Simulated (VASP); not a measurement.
# AlB2P3 (P6_3mc) in VASP: further runs, part 2 of 2

VASP 6.6.1. The steps go on from the part before.

## (4) Relaxation of cell and atoms, PBE

This run uses another cell than the first one, of 15.19 Å³/atom, 1.043 times its volume.

File INCAR:

```
  ALGO = Normal
  EDIFF = 1E-7
  EDIFFG = -0.04
  ENCUT = 600
  GGA = PE
  IBRION = 2
  ISIF = 3
  ISMEAR = 0
  LASPH = T
  LCHARG = F
  LREAL = F
  LWAVE = F
  NELM = 80
  NSW = 90
  PREC = Accurate
  SIGMA = 0.1
```

File KPOINTS:

```
k-points
0
Gamma
  6 6 1
```

File POSCAR:

```
AlB2P3
1.0
    3.4840715100      0.0000000000      0.0000000000
   -1.7420357500      3.0172944400      0.0000000000
    0.0000000000      0.0000000000     17.3423803600
Al B P
2 4 6
Direct
    0.6666666700      0.3333333300      0.5001357800
    0.3333333300      0.6666666700      0.0001357800
    0.6666666700      0.3333333300      0.1668024500
    0.6666666700      0.3333333300      0.8334691100
    0.3333333300      0.6666666700      0.3334691100
    0.3333333300      0.6666666700      0.6668024500
    0.6666666700      0.3333333300      0.2915308900
    0.6666666700      0.3333333300      0.6248642200
    0.6666666700      0.3333333300      0.9581975500
    0.3333333300      0.6666666700      0.1248642200
    0.3333333300      0.6666666700      0.4581975500
    0.3333333300      0.6666666700      0.7915308900
```

Potentials or basis: VASP PAW PBE potentials, release 64 (Al, B, P).

On the command line:

```console
cat potpaw_PBE.64/Al/POTCAR potpaw_PBE.64/B/POTCAR potpaw_PBE.64/P/POTCAR > POTCAR
mpirun -np 1 vasp_std > vasp.out
```

OUTCAR:

```text
EDIFF = 1E-7
   EDIFFG = -0.04
   ENCUT = 600
   GGA = PE
   IBRION = 2
   ISIF = 3
   ISMEAR = 0
   LASPH = T
   LREAL = F
   NELM = 80
   NSW = 90
   PREC = Accurate

 ion  position               nearest neighbor table
   1  0.667  0.333  0.500-  11 2.14  11 2.14  11 2.14   8 2.16
   2  0.333  0.667  0.000-   9 2.14   9 2.14   9 2.14  10 2.16
   3  0.667  0.333  0.167-  10 2.14  10 2.14  10 2.14   7 2.16
   4  0.667  0.333  0.833-  12 2.14  12 2.14  12 2.14   9 2.16
   5  0.333  0.667  0.333-   7 2.14   7 2.14   7 2.14  11 2.16
   6  0.333  0.667  0.667-   8 2.14   8 2.14   8 2.14  12 2.16
   7  0.667  0.333  0.292-   5 2.14   5 2.14   5 2.14   3 2.16
   8  0.667  0.333  0.625-   6 2.14   6 2.14   6 2.14   1 2.16
   9  0.667  0.333  0.958-   2 2.14   2 2.14   2 2.14   4 2.16
  10  0.333  0.667  0.125-   3 2.14   3 2.14   3 2.14   2 2.16
  11  0.333  0.667  0.458-   1 2.14   1 2.14   1 2.14   5 2.16
  12  0.333  0.667  0.792-   4 2.14   4 2.14   4 2.14   6 2.16

  LATTYP: Found a hexagonal cell.
 ALAT       =     3.4840715100
 C/A-ratio  =     4.9776189467

  Lattice vectors:

 A1 = (   3.4840715100,   0.0000000000,   0.0000000000)
 A2 = (  -1.7420357500,   3.0172944400,   0.0000000000)
 A3 = (   0.0000000000,   0.0000000000,  17.3423803600)

Analysis of symmetry for initial positions (statically):
=====================================================================
 Subroutine PRICEL returns:
 Original cell was already a primitive cell.

 Routine SETGRP: Setting up the symmetry group for a
 hexagonal supercell.

 Subroutine GETGRP returns: Found 12 space group operations
 (whereof  6 operations were pure point group operations)
 out of a pool of 24 trial point group operations.

The static configuration has the point symmetry C_3v.
 The point group associated with its full space group is C_6v.

Analysis of symmetry for dynamics (positions and initial velocities):
=====================================================================
 Subroutine PRICEL returns:
 Original cell was already a primitive cell.

 Routine SETGRP: Setting up the symmetry group for a
 hexagonal supercell.

[... 148 lines left out ...]

 number of electron      47.9999998 magnetization

 Free energy of the ion-electron system (eV)
  ---------------------------------------------------
  ext. energy  EPLUGINS =         0.00000000
  ---------------------------------------------------
  free energy    TOTEN  =       -66.59516148 eV

  energy without entropy =      -66.59516148  energy(sigma->0) =      -66.59516148

------------------------ aborting loop because EDIFF is reached ----------------------------------------

  FORCE on cell =-STRESS in cart. coord.  units (eV):
  Direction    XX          YY          ZZ          XY          YZ          ZX
  --------------------------------------------------------------------------------------
  -------------------------------------------------------------------------------------
  Total        0.9860557      0.9860557      0.3519764      0.0000000      0.0000000      0.0000000
  in kB        8.6655982      8.6655982      3.0932193      0.0000000      0.0000000      0.0000000
  external PRESSURE =       6.8081386 kB  Pullay stress =       0.0000000 kB
[... 79 lines left out ...]
--------------------------------------- Ionic step        3  -------------------------------------------

 number of electron      47.9999999 magnetization

 E-fermi :   6.6143     XC(G=0):  -9.9647

 val. band max:        6.2992805443   @ k =   0.0000   0.0000   0.0000
 cond. band min:       6.9353361030   @ k =   0.5000   0.0000   0.0000
 fundamental gap:      0.6360555587
 Fermi energy:         6.6142584514

 k-point     1 :       0.0000    0.0000    0.0000
  band No.  band energies     occupation
      1      -7.8777      2.00000
      2      -7.6938      2.00000
      3      -7.2015      2.00000
      4      -6.6853      2.00000
      5      -5.7711      2.00000
      6      -5.1968      2.00000
[... 266 lines left out ...]
  FREE ENERGIE OF THE ION-ELECTRON SYSTEM (eV)
  ---------------------------------------------------
  free  energy   TOTEN  =       -68.5158848845 eV

  energy  without entropy=      -68.5158845738  energy(sigma->0) =      -68.51588473

[... ionic steps 4 to 7 ...]

--------------------------------------- Ionic step        8  -------------------------------------------

 number of electron      48.0000001 magnetization

------------------------ aborting loop because EDIFF is reached ----------------------------------------
[... 87 lines left out ...]
--------------------------------------- Ionic step       10  -------------------------------------------

 number of electron      48.0000001 magnetization

 Free energy of the ion-electron system (eV)
  ---------------------------------------------------
  ext. energy  EPLUGINS =         0.00000000
  ---------------------------------------------------
  free energy    TOTEN  =       -69.17489448 eV

  energy without entropy =      -69.16998848  energy(sigma->0) =      -69.17244148

 E-fermi :   7.4906     XC(G=0): -10.2061

 val. band max:        7.4199479223   @ k =   0.0000   0.0000   0.0000
 cond. band min:       7.6026949134   @ k =   0.5000   0.0000   0.0000
 fundamental gap:      0.1827469911
 Fermi energy:         7.4905979474

 k-point     1 :       0.0000    0.0000    0.0000
  band No.  band energies     occupation
      1      -7.8751      2.00000
      2      -7.7803      2.00000
      3      -6.8086      2.00000
      4      -6.3886      2.00000
      5      -5.4972      2.00000
      6      -4.9111      2.00000
[... 266 lines left out ...]
  FREE ENERGIE OF THE ION-ELECTRON SYSTEM (eV)
  ---------------------------------------------------
  free  energy   TOTEN  =       -69.1748944768 eV

  energy  without entropy=      -69.1699884755  energy(sigma->0) =      -69.17244148

 reached required accuracy - stopping structural energy minimisation
```

OSZICAR:

```text
N       E                     dE             d eps       ncg     rms          rms(c)
DAV:   1     0.176738221599E+03    0.17674E+03   -0.22032E+04   434   0.149E+03
DAV:   2    -0.531903011041E+02   -0.22993E+03   -0.21806E+03   569   0.216E+02
DAV:   3    -0.682252349131E+02   -0.15035E+02   -0.14789E+02   548   0.546E+01
[... 122 lines left out ...]
DAV:   2    -0.691748973922E+02   -0.40396E-04   -0.49975E-04   533   0.110E-01    0.168E-02
DAV:   3    -0.691748946320E+02    0.27602E-05   -0.17511E-05   512   0.212E-02    0.117E-02
DAV:   4    -0.691748941974E+02    0.43460E-06   -0.28071E-06   526   0.764E-03    0.667E-03
DAV:   5    -0.691748944062E+02   -0.20878E-06   -0.72806E-07   512   0.417E-03    0.144E-03
DAV:   6    -0.691748944768E+02   -0.70576E-07   -0.10353E-07   308   0.162E-03
  10 F= -.69174894E+02 E0= -.69172441E+02  d E =-.190187E-03
```

Run time: 6.6 min. Hardware: 1 thread of AMD EPYC 7R43 (Zen 3), shared host; peak memory 0.31 GiB.

Results:

```yaml
Free_energy: -69.1749 eV
Relaxed_volume: 14.52 Å³/atom
Relaxed_cell: a = 3.397 Å, b = 3.397 Å, c = 17.436 Å, α = 90.00°, β = 90.00°, γ = 120.00°
Space_group_after_relaxing_to_0.05_Å: P6_3mc (No. 186)
Energy_gained_by_relaxing: 215.0 meV/atom
Ionic_steps: 10
Pressure_after_relaxing: 0.0 GPa
Largest_force_after_relaxing: 0.017 eV/Å
Band_gap_on_the_k_mesh: 0.18 eV, indirect (least direct gap 1.09 eV)
```

Forces in eV/Å, atoms in the order of the input:
```
Al   0.000  0.000  0.002
Al   0.000  0.000  0.002
B    0.000  0.000 -0.003
B    0.000  0.000 -0.002
B    0.000  0.000 -0.002
B    0.000  0.000 -0.003
P    0.000  0.000  0.017
P    0.000  0.000 -0.008
P    0.000  0.000 -0.006
P    0.000  0.000 -0.008
P    0.000  0.000 -0.006
P    0.000  0.000  0.017
```

The path:
| step | energy change (eV) | largest force (eV/Å) | pressure (GPa) | volume (Å³) |
| --- | --- | --- | --- | --- |
| 1 | 0.0000 | 4.3359 | 0.68 | 182.31 |
| 2 | -1.9074 | 1.6325 | -4.24 | 184.02 |
| 3 | -1.9207 | 1.7385 | -4.49 | 184.18 |
| 4 | -2.4705 | 0.8625 | 1.30 | 173.17 |
| 5 | -2.4799 | 0.8192 | 2.26 | 171.64 |
| 6 | -2.5443 | 0.5218 | -0.24 | 174.32 |
| 7 | -2.5761 | 0.1639 | 0.60 | 173.32 |
| 8 | -2.5785 | 0.0937 | -0.35 | 174.69 |
| 9 | -2.5795 | 0.0505 | -0.02 | 174.20 |
| 10 | -2.5797 | 0.0169 | 0.03 | 174.21 |

Final structure:
```cif
data_structure
_symmetry_space_group_name_H-M 'P 1'
_symmetry_Int_Tables_number 1
_cell_length_a 3.3966
_cell_length_b 3.3966
_cell_length_c 17.4362
_cell_angle_alpha 90.000
_cell_angle_beta 90.000
_cell_angle_gamma 120.000
_cell_volume 174.21
loop_
_atom_site_label
_atom_site_type_symbol
_atom_site_fract_x
_atom_site_fract_y
_atom_site_fract_z
_atom_site_occupancy
Al1 Al 0.66667 0.33333 0.50245 1
Al2 Al 0.33333 0.66667 0.00245 1
B1 B 0.66667 0.33333 0.17575 1
B2 B 0.66667 0.33333 0.82671 1
B3 B 0.33333 0.66667 0.32671 1
B4 B 0.33333 0.66667 0.67575 1
P1 P 0.66667 0.33333 0.29050 1
P2 P 0.66667 0.33333 0.63940 1
P3 P 0.66667 0.33333 0.94020 1
P4 P 0.33333 0.66667 0.13940 1
P5 P 0.33333 0.66667 0.44020 1
P6 P 0.33333 0.66667 0.79050 1
```

A k mesh can miss the band edges.

## (5) Single point, PBE

This run uses another cell than the first one, of 14.53 Å³/atom, 0.997 times its volume.

File INCAR:

```
ALGO     = Normal         # electronic algorithm
EDIFF    = 1E-7           # SCF threshold, eV
ENCUT    = 520            # plane-wave cutoff, eV
GGA      = PE             # functional
ISIF     = 2              # what is computed and relaxed
ISMEAR   = 0              # smearing method
LASPH    = T              # aspherical terms in the spheres
LCHARG   = F              # write CHGCAR
LREAL    = F              # projectors in reciprocal space
LWAVE    = F              # write WAVECAR
NBANDS   = 36             # bands
NELM     = 80             # most SCF steps
PREC     = Accurate       # precision mode
SIGMA    = 0.01           # smearing width, eV
```

File KPOINTS:

```
k-points
0
Gamma
  12 12 2
```

File POSCAR:

```
AlB2P3
1.0
    3.3966673062      0.0000000000      0.0000000000
   -1.6983336531      2.9416001754      0.0000000000
    0.0000000000      0.0000000000     17.4482318071
Al B P
2 4 6
Direct
    0.6666666667      0.3333333333      0.5023879452
    0.3333333333      0.6666666667      0.0023879452
    0.6666666667      0.3333333333      0.1757931575
    0.6666666667      0.3333333333      0.8267262946
    0.3333333333      0.6666666667      0.3267262946
    0.3333333333      0.6666666667      0.6757931575
    0.6666666667      0.3333333333      0.2905604765
    0.6666666667      0.3333333333      0.6393391231
    0.6666666667      0.3333333333      0.9401930031
    0.3333333333      0.6666666667      0.1393391231
    0.3333333333      0.6666666667      0.4401930031
    0.3333333333      0.6666666667      0.7905604765
```

On the command line:

```console
cat potpaw_PBE.64/Al/POTCAR potpaw_PBE.64/B/POTCAR potpaw_PBE.64/P/POTCAR > POTCAR
mpirun -np 1 vasp_std > vasp.out
```

It took 5 min on 1 thread of AMD EPYC 7R43 (Zen 3), shared host; peak memory 0.37 GiB.

Results (log left out):

```yaml
Free_energy: -69.2490 eV
Pressure: -0.2 GPa
Largest_force: 0.011 eV/Å
Band_gap_on_the_k_mesh: 0.17 eV, indirect (least direct gap 1.08 eV)
```

Forces on the atoms (eV/Å):
```
Al   0.000  0.000 -0.007
Al   0.000  0.000 -0.007
B    0.000  0.000 -0.003
B    0.000  0.000  0.011
B    0.000  0.000  0.011
B    0.000  0.000 -0.003
P    0.000  0.000  0.000
P    0.000  0.000 -0.002
P    0.000  0.000  0.002
P    0.000  0.000 -0.002
P    0.000  0.000  0.002
P    0.000  0.000  0.000
```

Levels at points of the mesh, in eV from the valence-band top:
| k point | band 21 | band 22 | band 23 | band 24 | band 25 | band 26 | band 27 | band 28 |
| --- | --- | --- | --- | --- | --- | --- | --- | --- |
| (0.00, 0.00, 0.00) | -0.10 | -0.10 | 0.00 | 0.00 | 1.08 | 1.16 | 1.52 | 1.91 |
| (0.50, 0.00, 0.00) | -3.69 | -3.26 | -1.76 | -1.61 | 0.17 | 0.36 | 0.38 | 1.11 |
| (0.00, 0.00, 0.50) | -0.05 | -0.05 | -0.05 | -0.05 | 1.11 | 1.11 | 1.97 | 1.97 |
| (0.50, 0.00, 0.50) | -3.62 | -3.62 | -1.69 | -1.69 | 0.27 | 0.27 | 0.75 | 0.75 |

## (6) Summary

```tsv
task	cell	k mesh	cutoff (eV)	smearing	gap on the mesh (eV)	pressure (GPa)	largest force (eV/Å)
single point	a = 3.402, b = 3.402, c = 17.445 Å, angles 90.0, 90.0, 120.0°, 12 atoms	6 × 6 × 1	520	gaussian 0.1 eV	0.19	-0.4	0.04
single point	a = 3.484, b = 3.484, c = 17.342 Å, angles 90.0, 90.0, 120.0°, 12 atoms	6 × 6 × 1	520	gaussian 0.1 eV	1.06	0.7	4.34
relaxation of cell and atoms	relaxed from a = 3.484, b = 3.484, c = 17.342 Å, angles 90.0, 90.0, 120.0°, 12 atoms	6 × 6 × 1	600	gaussian 0.1 eV	0.18	0.0	0.02
single point	a = 3.397, b = 3.397, c = 17.448 Å, angles 90.0, 90.0, 120.0°, 12 atoms	12 × 12 × 2	520	gaussian 0.01 eV	0.17	-0.2	0.01
```

Alike in all rows: level PBE; potentials or basis VASP PAW PBE potentials, release 64 (Al, B, P); no spin polarisation.

Caveats: forces of over 1 eV/Å act on the atoms, so gaps and moduli don't describe the material at rest (some runs).

Absolute energies hang on the potentials; compare differences alone.
